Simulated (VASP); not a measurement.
# Cu (P6_3/mmc) in VASP: a series of runs

Runs on Cu. Level: PBE. Tasks: single point.

Everything below comes from runs of VASP 6.6.1. Logs are shortened: lines on timing, memory, paths and dates and some standing lists are left out, and cuts for length are marked.

**1. The cell of the first run**

The structure is hexagonal, space group P6_3/mmc (No. 194). Conventional cell: a = 2.407 Å, b = 2.407 Å, c = 4.113 Å, α = 90.00°, β = 90.00°, γ = 120.00°. Cu (site symmetry -6m2) has 12 Cu at 2.41 to 2.48 Å within 3.2 Å.

**2. Single point, PBE (strain -0.050 along x and y, +0.000 along z)**

Contents of INCAR:

```
  ALGO = Fast
  EDIFF = 1E-6
  ENCUT = 520
  GGA = PE
  ISIF = 2
  ISMEAR = 0
  LASPH = True
  LCHARG = True
  LELF = True
  LREAL = False
  LVHAR = True
  LWAVE = False
  NBANDS = 18
  NELM = 80
  PREC = Accurate
  SIGMA = 0.15
```

Contents of KPOINTS:

```
k-points
0
Gamma
  24 24 12
```

Contents of POSCAR:

```
Cu
1.0
    2.4073918363      0.0000000000      0.0000000000
   -1.2036959182      2.0848624871      0.0000000000
    0.0000000000      0.0000000000      4.1125710000
Cu
2
Direct
    0.3333333333      0.6666666667      0.2500000000
    0.6666666667      0.3333333333      0.7500000000
```

Potentials or basis: VASP PAW PBE potentials, release 64 (Cu).

On the command line:

```console
> cat potpaw_PBE.64/Cu/POTCAR > POTCAR
> mpirun -np 1 vasp_std > vasp.out
```

OUTCAR:

```text
EDIFF = 1E-6
   ENCUT = 520
   GGA = PE
   ISIF = 2
   ISMEAR = 0
   LASPH = True
   LREAL = False
   NELM = 80
   PREC = Accurate

 ion  position               nearest neighbor table
   1  0.333  0.667  0.250-   2 2.48   2 2.48   2 2.48   2 2.48   2 2.48   2 2.48
   2  0.667  0.333  0.750-   1 2.48   1 2.48   1 2.48   1 2.48   1 2.48   1 2.48

  LATTYP: Found a hexagonal cell.
 ALAT       =     2.4073918363
 C/A-ratio  =     1.7083097724

  Lattice vectors:

 A1 = (   2.4073918363,   0.0000000000,   0.0000000000)
 A2 = (  -1.2036959182,   2.0848624871,   0.0000000000)
 A3 = (   0.0000000000,   0.0000000000,   4.1125710000)

Analysis of symmetry for initial positions (statically):
=====================================================================
 Subroutine PRICEL returns:
 Original cell was already a primitive cell.

 Routine SETGRP: Setting up the symmetry group for a
 hexagonal supercell.

 Subroutine GETGRP returns: Found 24 space group operations
 (whereof 12 operations were pure point group operations)
 out of a pool of 24 trial point group operations.

The static configuration has the point symmetry D_3d.
 The point group associated with its full space group is D_6h.

Analysis of symmetry for dynamics (positions and initial velocities):
=====================================================================
 Subroutine PRICEL returns:
 Original cell was already a primitive cell.

 Routine SETGRP: Setting up the symmetry group for a
 hexagonal supercell.

 Subroutine GETGRP returns: Found 24 space group operations
 (whereof 12 operations were pure point group operations)
 out of a pool of 24 trial point group operations.

The dynamic configuration has the point symmetry D_3d.
 The point group associated with its full space group is D_6h.

 Subroutine INISYM returns: Found 24 space group operations
 (whereof 12 operations are pure point group operations),
 and found     1 'primitive' translations

----------------------------------------------------------------------------------------

                                     Primitive cell

  volume of cell :      20.6413

  direct lattice vectors                    reciprocal lattice vectors
     2.407391836  0.000000000  0.000000000     0.415387302  0.239823971  0.000000000
    -1.203695918  2.084862487  0.000000000     0.000000000  0.479647941  0.000000000
     0.000000000  0.000000000  4.112571000     0.000000000  0.000000000  0.243156896

  length of vectors
     2.407391836  2.407391836  4.112571000     0.479647941  0.479647941  0.243156896

  position of ions in fractional coordinates (direct lattice)
     0.333333333  0.666666667  0.250000000
[... 81 lines left out ...]
   NSW    =      0    number of steps for IOM
   IBRION =     -1    ionic relax: 0-MD 1-quasi-New 2-CG
   NFREE  =      0    steps in history (QN), initial steepest desc. (CG)
   ISIF   =      2    stress and relaxation
   ISYM   =      2    0-nonsym 1-usesym 2-fastsym
   POTIM  = 0.5000    time-step for ionic-motion
   TEBEG  =    0.0;   TEEND  =   0.0 temperature during run
   PSTRESS=    0.0 pullay stress
   NELECT =      22.0000    total number of electrons
   NUPDOWN=      -1.0000    fix difference up-down
   EMIN   =  10.00;   EMAX   =-10.00  energy-range for DOS
   EFERMI =   0.00;   METHOD = LEGACY
   ISMEAR =     0;   SIGMA  =   0.15  broadening in eV -4-tet -1-fermi 0-gaus
   EFERMI_NEDOS =   21; number of points for ismear=-14 and -15
   IALGO  =     68    algorithm
   IMIX   =      4    mixing-type and parameters
     AMIX     =   0.40;   BMIX     =  1.00
     AMIX_MAG =   1.60;   BMIX_MAG =  1.00
  volume/ion in A,a.u.               =      10.32        69.65
  Fermi-wavevector in a.u.,A,eV,Ry     =   1.672258  3.160109 38.047952  2.796446
  Thomas-Fermi vector in A             =   2.757436
   LORBIT       =      0    0 simple, 1 ext, 2 COOP (PROOUT), +10 PAW based schemes
   GGA     = PE    functional components
   LHFCALC =     F    Hartree Fock is set to
   AEXX    =    0.0000 exact exchange contribution
   IVDW    =     0    specifies the selected vdW correction
   LEPSILON=     F    determine dielectric tensor
   LRPA    =     F    only Hartree local field effects (RPA)
 non-spin polarized calculation
 RMM-DIIS sequential band-by-band and
 Gauss-broadening in eV      SIGMA  =   0.15
  energy-cutoff  :      520.00
  volume of cell :       20.64
 maximum number of plane-waves:       584
 NGX is ok and might be reduce to    18
   NGX =  9   NGY =  9   NGZ = 15

 number of electron      22.0000005 magnetization

 Free energy of the ion-electron system (eV)
  ---------------------------------------------------
  ext. energy  EPLUGINS =         0.00000000
  ---------------------------------------------------
  free energy    TOTEN  =        -7.14070614 eV

  energy without entropy =       -7.13271594  energy(sigma->0) =       -7.13671104

 E-fermi :   9.3945     XC(G=0): -13.5274

 val. band max:        9.3709746154   @ k =   0.4583   0.0417   0.0833
 cond. band min:       9.4046835080   @ k =   0.4583   0.0417   0.0000
 fundamental gap:      0.0337088926
 Fermi energy:         9.3945236773

 k-point     1 :       0.0000    0.0000    0.0000
  band No.  band energies     occupation
      1      -1.0459      2.00000
      2       3.3780      2.00000
      3       5.7040      2.00000
      4       5.9600      2.00000
      5       5.9600      2.00000
      6       6.1770      2.00000
[... 481 lines left out ...]
      5       5.9294      2.00000
      6       6.0128      2.00000
[... 10 lines left out ...]
     17      23.8622      0.00000
     18      31.5790      0.00000

 [... further k-points ...]

------------------------ aborting loop because EDIFF is reached ----------------------------------------

  FORCE on cell =-STRESS in cart. coord.  units (eV):
  Direction    XX          YY          ZZ          XY          YZ          ZX
  --------------------------------------------------------------------------------------
  -------------------------------------------------------------------------------------
  Total        4.4755983      4.4755983      2.8516411     -0.0000000      0.0000000      0.0000000
  in kB      347.3954069    347.3954069    221.3440479     -0.0000000      0.0000000      0.0000000
  external PRESSURE =     305.3782872 kB  Pullay stress =       0.0000000 kB

 VOLUME and BASIS-vectors are now :
 -----------------------------------------------------------------------------
  energy-cutoff  :      520.00
  volume of cell :       20.64
      direct lattice vectors                 reciprocal lattice vectors
     2.407391836  0.000000000  0.000000000     0.415387302  0.239823971  0.000000000
    -1.203695918  2.084862487  0.000000000     0.000000000  0.479647941  0.000000000
     0.000000000  0.000000000  4.112571000     0.000000000  0.000000000  0.243156896

 POSITION                                       TOTAL-FORCE (eV/Angst)
 -----------------------------------------------------------------------------------
     -0.00000      1.38991      1.02814        -0.000000      0.000000      0.000000
      1.20370      0.69495      3.08443         0.000000     -0.000000      0.000000
 -----------------------------------------------------------------------------------
    total drift:                               -0.000000      0.000000     -0.000000

  FREE ENERGIE OF THE ION-ELECTRON SYSTEM (eV)
  ---------------------------------------------------
  free  energy   TOTEN  =        -7.1407061410 eV

  energy  without entropy=       -7.1327159424  energy(sigma->0) =       -7.13671104
```

Wall time 61 s (1 thread of Intel Xeon 6975P-C (Granite Rapids), shared host); peak memory 0.23 GiB.

Results:

```
Free energy            : -7.1407 eV
Pressure               : 30.5 GPa
Band gap on the k mesh : zero (band 11 reaches 14.04 eV, above the bottom of band 12 at 7.22 eV)
```

Caveat: the cell differs from its parent crystal (strain -0.050 along x and y, +0.000 along z).

**3. Single point, PBE (strain -0.025 along x and y, -0.050 along z)**

Contents of INCAR:

```
PREC     = Accurate       # precision mode
ENCUT    = 520            # plane-wave cutoff, eV
EDIFF    = 1E-7           # SCF threshold, eV
ISMEAR   = 0              # smearing method
SIGMA    = 0.15           # smearing width, eV
LREAL    = False          # projectors in reciprocal space
LASPH    = True           # aspherical terms in the spheres
NELM     = 60             # most SCF steps
ALGO     = Fast           # electronic algorithm
ISIF     = 2              # what is computed and relaxed
LWAVE    = False          # write WAVECAR
LCHARG   = False          # write CHGCAR
GGA      = PE             # functional
NBANDS   = 18             # bands
```

Contents of KPOINTS:

```
regular mesh
0
Gamma
  24 24 12
```

Contents of POSCAR:

```
Cu
1.0
    2.4707442531      0.0000000000      0.0000000000
   -1.2353721265      2.1397272894      0.0000000000
    0.0000000000      0.0000000000      3.9069424500
Cu
2
Direct
    0.3333333333      0.6666666667      0.2500000000
    0.6666666667      0.3333333333      0.7500000000
```

Potentials or basis: VASP PAW PBE potentials, release 64 (Cu).

On the command line:

```console
> cat potpaw_PBE.64/Cu/POTCAR > POTCAR
> mpirun -np 1 vasp_std > vasp.out
```

It took 69 s on 1 thread of Intel Xeon 6975P-C (Granite Rapids), shared host; peak memory 0.23 GiB.

The run converged. Its results:

```
Free energy            : -7.1504 eV
Pressure               : 30.6 GPa
Band gap on the k mesh : zero (band 11 reaches 13.59 eV, above the bottom of band 12 at 7.21 eV)
```

Stress tensor (GPa, compression positive):
```
27.28  0.00  0.00
 0.00 27.28  0.00
 0.00  0.00 37.36
```

Levels at points of the mesh, in eV from the Fermi level:
| k point | band 8 | band 9 | band 10 | band 11 | band 12 | band 13 | band 14 | band 15 |
| --- | --- | --- | --- | --- | --- | --- | --- | --- |
| (0.00, 0.00, 0.00) | -2.91 | -2.91 | -1.89 | -1.89 | -1.07 | 4.97 | 21.96 | 23.12 |
| (0.50, 0.00, 0.00) | -1.85 | -1.70 | -1.68 | -0.08 | 1.72 | 8.59 | 9.24 | 11.72 |
| (0.00, 0.00, 0.50) | -3.51 | -2.16 | -2.16 | -2.16 | -2.16 | 14.52 | 14.52 | 22.74 |
| (0.50, 0.00, 0.50) | -2.15 | -1.76 | -1.76 | 0.31 | 0.31 | 5.53 | 5.53 | 17.18 |

Caveat: the cell differs from its parent crystal (strain -0.025 along x and y, -0.050 along z).
